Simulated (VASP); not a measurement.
# Fe (Fm-3m) in VASP: notebook

Fe is run at these levels: PBEsol; tasks: single point.

All numbers are computed with VASP 6.6.1; they aren't measurements. Logs are shortened: lines on timing, memory, paths and dates and some standing lists are left out, and cuts for length are marked.

## Step 1: The cell of the first run

Symmetry: Fm-3m, No. 225, cubic system. The conventional cell has a = 3.485 Å, b = 3.485 Å, c = 3.485 Å, α = 90.00°, β = 90.00°, γ = 90.00°. Fe (site symmetry m-3m) has 12 Fe at 2.46 Å within 3.3 Å.

This isn't the form of Fe at room conditions, which is bcc.

## Step 2: Single point, PBEsol

The input, INCAR:

```
PREC = Accurate
ENCUT = 520
EDIFF = 1E-6
ISMEAR = -1
SIGMA = 0.1
LREAL = False
LASPH = True
NELM = 60
ALGO = Normal
ISIF = 2
LWAVE = False
LCHARG = False
GGA = PS
NBANDS = 15
ISYM = 0
```

The input, KPOINTS:

```
regular mesh
0
Gamma
  7 10 12
```

The input, POSCAR:

```
Fe
1.0
   -1.7425000000     -1.7425000000     -3.4850000000
    1.7425000000     -1.7425000000      0.0000000000
   -1.7425000000     -1.7425000000      0.0000000000
Fe
2
Direct
    0.0000000000      0.0000000000      0.0000000000
    0.5000000000      0.5000000000      0.0000000000
```

Potentials or basis: VASP PAW PBE potentials, release 64 (Fe).

Launch:

```bash
$ cat potpaw_PBE.64/Fe/POTCAR > POTCAR
$ mpirun -np 1 vasp_std > vasp.out
```

OUTCAR:

```text
PREC = Accurate
   ENCUT = 520
   EDIFF = 1E-6
   ISMEAR = -1
   LREAL = False
   LASPH = True
   NELM = 60
   ISIF = 2
   GGA = PS
   ISYM = 0

 ion  position               nearest neighbor table
   1  0.000  0.000  0.000-   2 2.46   2 2.46   2 2.46   2 2.46   2 2.46   2 2.46   2 2.46   2 2.46

   2  0.500  0.500  0.000-   1 2.46   1 2.46   1 2.46   1 2.46   1 2.46   1 2.46   1 2.46   1 2.46

IMPORTANT INFORMATION: All symmetrisations will be switched off!
NOSYMM: (Re-)initialisation of all symmetry stuff for point group C_1.

----------------------------------------------------------------------------------------

                                     Primitive cell

  volume of cell :      21.1631

  direct lattice vectors                    reciprocal lattice vectors
    -1.742500000 -1.742500000 -3.485000000     0.000000000  0.000000000 -0.286944046
     1.742500000 -1.742500000  0.000000000     0.286944046 -0.286944046  0.000000000
    -1.742500000 -1.742500000  0.000000000    -0.286944046 -0.286944046  0.286944046

  length of vectors
     4.268235877  2.464267132  2.464267132     0.286944046  0.405800161  0.497001666

  position of ions in fractional coordinates (direct lattice)
     0.000000000  0.000000000  0.000000000
     0.500000000  0.500000000  0.000000000

  ion indices of the primitive-cell ions
   primitive index   ion index
                 1           1
                 2           2

----------------------------------------------------------------------------------------

 KPOINTS: regular mesh

Automatic generation of k-mesh.
 Grid dimensions read from file:
 generate k-points for:    7   10   12

 Generating k-lattice:

  Cartesian coordinates                     Fractional coordinates (reciprocal lattice)
     0.000000000  0.000000000 -0.040992007     0.142857143  0.000000000  0.000000000
     0.028694405 -0.028694405  0.000000000     0.000000000  0.100000000  0.000000000
    -0.023912004 -0.023912004  0.023912004     0.000000000  0.000000000  0.083333333

  Length of vectors
     0.040992007  0.040580016  0.041416806

  Shift w.r.t. Gamma in fractional coordinates (k-lattice)
     0.000000000  0.000000000  0.000000000

 -----------------------------------------------------------------------------
|                                                                             |
|           W    W    AA    RRRRR   N    N  II  N    N   GGGG   !!!           |
|           W    W   A  A   R    R  NN   N  II  NN   N  G    G  !!!           |
|           W    W  A    A  R    R  N N  N  II  N N  N  G       !!!           |
|           W WW W  AAAAAA  RRRRR   N  N N  II  N  N N  G  GGG   !            |
|           WW  WW  A    A  R   R   N   NN  II  N   NN  G    G                |
|           W    W  A    A  R    R  N    N  II  N    N   GGGG   !!!           |
|                                                                             |
|     Your reciprocal lattice and k-lattice belong to different lattice       |
|     classes:                                                                |
|                                                                             |
|        The reciprocal lattice is simple tetragonal,                         |
|        whereas your k-lattice is simple monoclinic.                         |
|                                                                             |
|     Results are often still useful ...                                      |
|                                                                             |
 -----------------------------------------------------------------------------

 WARNING: IBZKPT: internal override: KBLOWUP is changed to .FALSE.
      ... skipping the blow-up phase ...

 Subroutine IBZKPT returns following result:
 ===========================================

 Found    422 irreducible k-points:

 Following reciprocal coordinates:
            Coordinates               Weight
  0.000000  0.000000  0.000000      1.000000
  0.142857  0.000000  0.000000      2.000000
  0.285714  0.000000  0.000000      2.000000
  0.428571  0.000000  0.000000      2.000000
  0.000000  0.100000  0.000000      2.000000
  0.142857  0.100000  0.000000      2.000000
[... 16 lines left out ...]
 -0.428571  0.300000  0.000000      2.000000
 -0.285714  0.300000  0.000000      2.000000
 [... further k-points ...]
   k-points           NKPTS =    422   k-points in BZ     NKDIM =    422   number of bands    NBANDS=     15
   number of dos      NEDOS =    301   number of ions     NIONS =      2
   total plane-waves  NPLWV =  10368
   dimension x,y,z NGX =    32 NGY =   18 NGZ =   18
   dimension x,y,z NGXF=    64 NGYF=   36 NGZF=   36
   ions per type =               2
   NGX,Y,Z   is equivalent  to a cutoff of  12.46, 12.14, 12.14 a.u.
   NGXF,Y,Z  is equivalent  to a cutoff of  24.93, 24.29, 24.29 a.u.
 SYSTEM =  unknown system
   PREC   = accura    normal or accurate (medium, high low for compatibility)
   ISTART =      0    job   : 0-new  1-cont  2-samecut
   ICHARG =      2    charge: 1-file 2-atom 10-const
   ISPIN  =      1    spin polarized calculation?
   LNONCOLLINEAR =      F non collinear calculations
   LSORBIT =      F    spin-orbit coupling
   LASPH  =      T    aspherical Exc in radial PAW
   ENCUT  =  520.0 eV  38.22 Ry    6.18 a.u.   7.94  4.58  4.58*2*pi/ulx,y,z
   NELM   =     60;   NELMIN=  2; NELMDL= -5     # of ELM steps
   EDIFF  = 0.1E-05   stopping-criterion for ELM
   LREAL  =      F    real-space projection
   EDIFFG = 0.1E-04   stopping-criterion for IOM
   NSW    =      0    number of steps for IOM
   IBRION =     -1    ionic relax: 0-MD 1-quasi-New 2-CG
   NFREE  =      0    steps in history (QN), initial steepest desc. (CG)
   ISIF   =      2    stress and relaxation
   ISYM   =      0    0-nonsym 1-usesym 2-fastsym
   POTIM  = 0.5000    time-step for ionic-motion
   TEBEG  =    0.0;   TEEND  =   0.0 temperature during run
   PSTRESS=    0.0 pullay stress
   NELECT =      16.0000    total number of electrons
   NUPDOWN=      -1.0000    fix difference up-down
   EMIN   =  10.00;   EMAX   =-10.00  energy-range for DOS
   EFERMI =   0.00;   METHOD = LEGACY
   ISMEAR =    -1;   SIGMA  =   0.10  broadening in eV -4-tet -1-fermi 0-gaus
   EFERMI_NEDOS =   21; number of points for ismear=-14 and -15
   IALGO  =     38    algorithm
   IMIX   =      4    mixing-type and parameters
     AMIX     =   0.40;   BMIX     =  1.00
     AMIX_MAG =   1.60;   BMIX_MAG =  1.00
  volume/ion in A,a.u.               =      10.58        71.41
  Fermi-wavevector in a.u.,A,eV,Ry     =   1.491381  2.818302 30.262328  2.224218
  Thomas-Fermi vector in A             =   2.604044
   LORBIT       =      0    0 simple, 1 ext, 2 COOP (PROOUT), +10 PAW based schemes
   GGA     = PS    functional components
   LHFCALC =     F    Hartree Fock is set to
   AEXX    =    0.0000 exact exchange contribution
   IVDW    =     0    specifies the selected vdW correction
   LEPSILON=     F    determine dielectric tensor
   LRPA    =     F    only Hartree local field effects (RPA)
 non-spin polarized calculation
  energy-cutoff  :      520.00
  volume of cell :       21.16
 maximum number of plane-waves:       592
   NGX = 15   NGY =  9   NGZ =  9

 number of electron      15.9999988 magnetization

 Free energy of the ion-electron system (eV)
  ---------------------------------------------------
  ext. energy  EPLUGINS =         0.00000000
  ---------------------------------------------------
  free energy    TOTEN  =       -17.66789864 eV

  energy without entropy =      -17.54537452  energy(sigma->0) =      -17.60663658

 E-fermi :   6.2774     XC(G=0): -13.7329

 val. band max:        6.2768763664   @ k =   0.2857   0.1000   0.2500
 cond. band min:       6.2781394896   @ k =   0.1429  -0.4000   0.1667
 fundamental gap:      0.0012631232
 Fermi energy:         6.2773918853

 k-point     1 :       0.0000    0.0000    0.0000
  band No.  band energies     occupation
      1      -2.4158      2.00000
      2       1.5347      2.00000
      3       2.2557      2.00000
      4       4.7123      2.00000
      5       4.7129      2.00000
      6       4.7130      2.00000
      7       6.2033      1.35423
      8       6.2036      1.35324
      9       7.1949      0.00021
     10       7.4829      0.00001
     11       7.4831      0.00001
     12       9.4028      0.00000
     13      17.6300      0.00000
     14      22.1039      0.00000
     15      22.1040      0.00000

 k-point     2 :       0.1429    0.0000    0.0000
  band No.  band energies     occupation
      1      -2.1342      2.00000
      2       1.5867      2.00000
      3       2.3632      2.00000
      4       4.5738      2.00000
      5       4.8141      2.00000
      6       4.8143      2.00000
      7       6.0751      1.76635
      8       6.2504      1.13417
      9       7.1436      0.00035
     10       7.2903      0.00008
     11       7.2905      0.00008
     12       8.3496      0.00000
     13      19.0590      0.00000
     14      22.5711      0.00000
     15      22.5712      0.00000

 k-point     3 :       0.2857    0.0000    0.0000
  band No.  band energies     occupation
      1      -1.3254      2.00000
      2       1.5881      2.00000
      3       2.6709      2.00000
      4       4.1962      2.00000
      5       5.1120      1.99998
      6       5.1122      1.99998
      7       5.7381      1.99094
      8       6.3833      0.51493
      9       6.5273      0.15191
     10       6.7968      0.01104
     11       6.7970      0.01101
     12       7.0012      0.00144
     13      22.0718      0.00000
     14      23.8762      0.00000
     15      23.8763      0.00000
[... 343 lines left out ...]
 k-point    23 :      -0.4286    0.3000    0.0000
  band No.  band energies     occupation
      1       1.1958      2.00000
      2       1.8592      2.00000
      3       4.0777      2.00000
      4       4.4303      2.00000
      5       4.6347      2.00000
      6       4.7410      2.00000
      7       4.9088      2.00000
      8       5.1064      1.99998
      9       6.8317      0.00780
     10       6.9340      0.00281
     11       7.2095      0.00018
     12       7.9984      0.00000
     13      16.6959      0.00000
     14      18.2792      0.00000
     15      26.6101      0.00000

 k-point    24 :      -0.2857    0.3000    0.0000
  band No.  band energies     occupation
      1       0.5308      2.00000
      2       2.3930      2.00000
      3       3.5244      2.00000
      4       4.2877      2.00000
      5       4.6066      2.00000
      6       4.9088      2.00000
      7       4.9091      2.00000
      8       5.4676      1.99939
      9       6.5043      0.18750
     10       6.5541      0.11823
     11       7.2678      0.00010
     12       9.9173      0.00000
     13      15.4538      0.00000
     14      20.2030      0.00000
     15      23.5942      0.00000

 [... further k-points ...]

------------------------ aborting loop because EDIFF is reached ----------------------------------------

  FORCE on cell =-STRESS in cart. coord.  units (eV):
  Direction    XX          YY          ZZ          XY          YZ          ZX
  --------------------------------------------------------------------------------------
  -------------------------------------------------------------------------------------
  Total       -2.4310911     -2.4310844     -2.4865182     -0.0354391     -0.0036072     -0.0036058
  in kB     -184.0489992   -184.0484930   -188.2451871     -2.6829643     -0.2730893     -0.2729857
  external PRESSURE =    -185.4475598 kB  Pullay stress =       0.0000000 kB

 VOLUME and BASIS-vectors are now :
 -----------------------------------------------------------------------------
  energy-cutoff  :      520.00
  volume of cell :       21.16
      direct lattice vectors                 reciprocal lattice vectors
    -1.742500000 -1.742500000 -3.485000000     0.000000000  0.000000000 -0.286944046
     1.742500000 -1.742500000  0.000000000     0.286944046 -0.286944046  0.000000000
    -1.742500000 -1.742500000  0.000000000    -0.286944046 -0.286944046  0.286944046

 POSITION                                       TOTAL-FORCE (eV/Angst)
 -----------------------------------------------------------------------------------
      0.00000      0.00000      0.00000         0.000000      0.000000      0.000001
      0.00000     -1.74250     -1.74250        -0.000000     -0.000000     -0.000001
 -----------------------------------------------------------------------------------
    total drift:                                0.000000      0.000001     -0.000000

  FREE ENERGIE OF THE ION-ELECTRON SYSTEM (eV)
  ---------------------------------------------------
  free  energy   TOTEN  =       -17.6678986366 eV

  energy  without entropy=      -17.5453745187  energy(sigma->0) =      -17.60663658
```

Wall time 74 s (1 thread of Oxide Virtual Turin-like, shared host); peak memory 0.19 GiB.

Results:

```yaml
Free_energy: -17.6679 eV
Pressure: -18.5 GPa
Band_gap_on_the_k_mesh: zero (bands 8 and 9 overlap by 1.42 eV)
```

Caveat: the cell stands under tension; the PAW data sets were made with another functional, which shifts forces and pressure a little; the run has no spin polarisation, though such a crystal can be magnetic. Spin polarisation is off, so any magnetic state and its effect on volume and gap are missing.

## Step 3: Single point, PBEsol, collinear spin, ferromagnetic start

The input, INCAR:

```
ALGO     = Normal         # electronic algorithm
EDIFF    = 1E-6           # SCF threshold, eV
ENCUT    = 520            # plane-wave cutoff, eV
GGA      = PS             # functional
ISIF     = 2              # what is computed and relaxed
ISMEAR   = -1             # smearing method
ISPIN    = 2              # spin polarisation
ISYM     = 0            
LASPH    = T              # aspherical terms in the spheres
LCHARG   = T              # write CHGCAR
LELF     = T              # ELF
LMAXMIX  = 4              # l up to which the mixer works
LORBIT   = 11             # projections on sites
LREAL    = F              # projectors in reciprocal space
LVHAR    = T            
LWAVE    = F              # write WAVECAR
MAGMOM   = 4 4            # initial moments
NBANDS   = 19             # bands
NELM     = 150            # most SCF steps
PREC     = Accurate       # precision mode
SIGMA    = 0.1            # smearing width, eV
```

The input, KPOINTS:

```
k-points
0
Gamma
  7 10 12
```

POSCAR is that of step 2.

Potentials or basis: VASP PAW PBE potentials, release 64 (Fe).

Launch:

```bash
$ cat potpaw_PBE.64/Fe/POTCAR > POTCAR
$ mpirun -np 1 vasp_std > vasp.out
```

Wall time 4.5 min (1 thread of Oxide Virtual Turin-like, shared host); peak memory 0.3 GiB.

Results (log left out):

| Property | Result |
| --- | --- |
| Free energy | -17.6899 eV |
| Pressure | -12.8 GPa |
| Net moment | 1.84 μB per cell |
| Site moments | Fe +0.91 μB |
| Valence electrons inside the program's atomic spheres | Fe 7.42 |

Levels at points of the mesh, in eV from the Fermi level:
Spin up:
| k point | band 7 | band 8 | band 9 | band 10 | band 11 | band 12 |
| --- | --- | --- | --- | --- | --- | --- |
| (0.00, 0.00, 0.00) | -0.74 | -0.73 | 0.23 | 0.80 | 0.80 | 2.99 |
| (0.00, 0.50, 0.00) | -1.35 | -1.35 | -0.50 | -0.50 | 2.26 | 2.26 |
| (0.00, 0.00, 0.50) | 0.02 | 0.02 | 0.43 | 0.43 | 0.43 | 0.43 |
| (0.00, 0.50, 0.50) | -0.85 | -0.85 | 0.80 | 0.80 | 8.99 | 8.99 |
Spin down:
```tsv
k point	band 4	band 5	band 6	band 7	band 8	band 9	band 10	band 11
(0.00, 0.00, 0.00)	-1.25	-1.25	-1.24	0.57	0.57	1.59	1.59	1.59
(0.00, 0.50, 0.00)	-2.25	-1.78	-1.78	-0.13	-0.13	0.24	0.24	3.08
(0.00, 0.00, 0.50)	-1.19	-1.19	-1.19	0.14	0.14	1.45	1.45	1.45
(0.00, 0.50, 0.50)	-2.26	-2.26	-2.26	0.39	0.39	1.59	1.59	9.32
```

Caveat: the cell stands under tension; the PAW data sets were made with another functional, which shifts forces and pressure a little.

## Step 4: Single point, PBEsol, collinear spin, antiferromagnetic start

The input, INCAR:

```
PREC     = Accurate       # precision mode
ENCUT    = 520            # plane-wave cutoff, eV
EDIFF    = 1E-7           # SCF threshold, eV
ISMEAR   = -1             # smearing method
SIGMA    = 0.1            # smearing width, eV
LREAL    = F              # projectors in reciprocal space
LASPH    = T              # aspherical terms in the spheres
NELM     = 150            # most SCF steps
ALGO     = Normal         # electronic algorithm
ISIF     = 2              # what is computed and relaxed
LWAVE    = F              # write WAVECAR
LCHARG   = F              # write CHGCAR
ISPIN    = 2              # spin polarisation
MAGMOM   = 4 -4           # initial moments
LORBIT   = 11             # projections on sites
LMAXMIX  = 4              # l up to which the mixer works
GGA      = PS             # functional
NBANDS   = 19             # bands
ISYM     = 0
```

The input, KPOINTS:

```
Automatic mesh
0
Gamma
  7 10 12
```

POSCAR is that of step 3.

Launch:

```bash
$ cat potpaw_PBE.64/Fe/POTCAR > POTCAR
$ mpirun -np 1 vasp_std > vasp.out
```

Wall time 5.3 min (1 thread of Oxide Virtual Turin-like, shared host); peak memory 0.29 GiB.

Results (log left out):

| Item | Value |
| --- | --- |
| Free energy | -17.7481 eV |
| Pressure | -10.5 GPa |
| Band gap on the k mesh | zero (filled and empty bands overlap) |
| Net moment | 0.00 μB per cell |
| Site moments | Fe +1.24, -1.24 μB |
| Valence electrons inside the program's atomic spheres | Fe 7.42 |

Stress tensor (GPa, compression positive):
```
-13.98  -0.25  -0.02
 -0.25 -13.98  -0.02
 -0.02  -0.02  -3.47
```

Levels at points of the mesh, in eV from the Fermi level:
Spin up:
```
           k point  band 4  band 5  band 6  band 7  band 8  band 9  band 10  band 11  band 12  band 13
(0.00, 0.00, 0.00)   -1.86   -1.86   -1.68   -0.70   -0.19    1.19     1.19     1.23     2.91    11.18
(0.00, 0.50, 0.00)   -2.83   -2.20   -1.93   -1.65   -0.90   -0.13     0.36     2.12     2.92    12.91
(0.00, 0.00, 0.50)   -2.18   -1.80   -1.46   -0.10   -0.02    0.51     0.91     1.01     1.12     7.82
(0.00, 0.50, 0.50)   -3.14   -2.23   -2.23   -0.96    0.21    0.58     1.51     8.96     8.96     9.07
```
Spin down:
| k point | band 6 | band 7 | band 8 | band 9 | band 10 | band 11 |
| --- | --- | --- | --- | --- | --- | --- |
| (0.00, 0.00, 0.00) | -1.68 | -0.70 | -0.19 | 1.19 | 1.19 | 1.23 |
| (0.00, 0.50, 0.00) | -1.93 | -1.65 | -0.90 | -0.13 | 0.36 | 2.12 |
| (0.00, 0.00, 0.50) | -1.46 | -0.10 | -0.02 | 0.51 | 0.91 | 1.01 |
| (0.00, 0.50, 0.50) | -2.23 | -0.96 | 0.21 | 0.58 | 1.51 | 8.96 |

Caveat: the stress differs along the axes, from -14 to -3 GPa; the antiferromagnetic order is the one typed at the start, and another may lie lower; the PAW data sets were made with another functional, which shifts forces and pressure a little.

## Step 5: Summary

| spin | gap on the mesh (eV) | pressure (GPa) | moment (μB) |
| --- | --- | --- | --- |
| off | none | -18.5 | - |
| collinear, ferromagnetic start | none | -12.8 | 1.84 |
| collinear, antiferromagnetic start | none | -10.5 | 0.00 |

Alike in all rows: task single point; level PBEsol; potentials or basis VASP PAW PBE potentials, release 64 (Fe); cell as given; k mesh 7 × 10 × 12; cutoff (eV) 520; smearing fermi-dirac 0.1 eV.

Caveats: the PAW data sets were made with another functional, which shifts forces and pressure a little; the cell stands under tension (at least some runs); the stress differs along the axes, from -14 to -3 GPa (at least some runs); the antiferromagnetic order is the one typed at the start, and another may lie lower (at least some runs).

Absolute energies hang on the potentials; compare differences alone.
